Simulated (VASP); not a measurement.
Set up this calculation in VASP 6.6.1, as the native input.

```
Task                   : single point
Functional             : revPBE
Potentials or basis    : VASP PAW PBE potentials, release 64 (Zn)
Cutoff                 : 520 eV
k mesh                 : 11 × 11 × 6
Occupations            : fermi-dirac, width 0.05 eV
Spin                   : no spin polarisation
Dipole correction      : no
Further INCAR settings : ALGO = Fast; EDIFF = 1e-07; NBANDS = 19
```

The structure of Zn lies in POSCAR:

```
Zn
1.0
    2.7224484786      0.0000000000      0.0000000000
   -1.3612242393      2.3577095430      0.0000000000
    0.0000000000      0.0000000000      4.8347489390
Zn
2
Direct
    0.6666666667      0.3333333333      0.7500000000
    0.3333333333      0.6666666667      0.2500000000
```

The input as run:

INCAR

```
SYSTEM = Zn
PREC = Accurate ; ENCUT = 520
EDIFF = 1E-7 ; ISMEAR = -1
SIGMA = 0.05 ; LREAL = .False.
LASPH = .True. ; NELM = 60
ALGO = Fast ; ISIF = 2
LWAVE = .False. ; LCHARG = .True.
GGA = RE ; LELF = .True.
LVHAR = .True. ; NBANDS = 19
```

KPOINTS

```
regular mesh
0
Gamma
  11 11 6
  0 0 0
```

Potentials or basis: VASP PAW PBE potentials, release 64 (Zn).

Run with:

```bash
$ cat potpaw_PBE.64/Zn/POTCAR > POTCAR
$ mpirun -np 1 vasp_std > vasp.out
```

It gave:

```yaml
Pressure: 0.4 GPa
Band_gap_on_the_k_mesh: zero (band 12 reaches 4.56 eV, above the bottom of band 13 at 0.57 eV)
```

Caveat: the PAW data sets were made with another functional, which shifts forces and pressure a little.

It took 14 s on 1 thread of Intel(R) Xeon(R) 6975P-C (Granite Rapids), with other jobs on the host, peak memory 0.15 GiB.
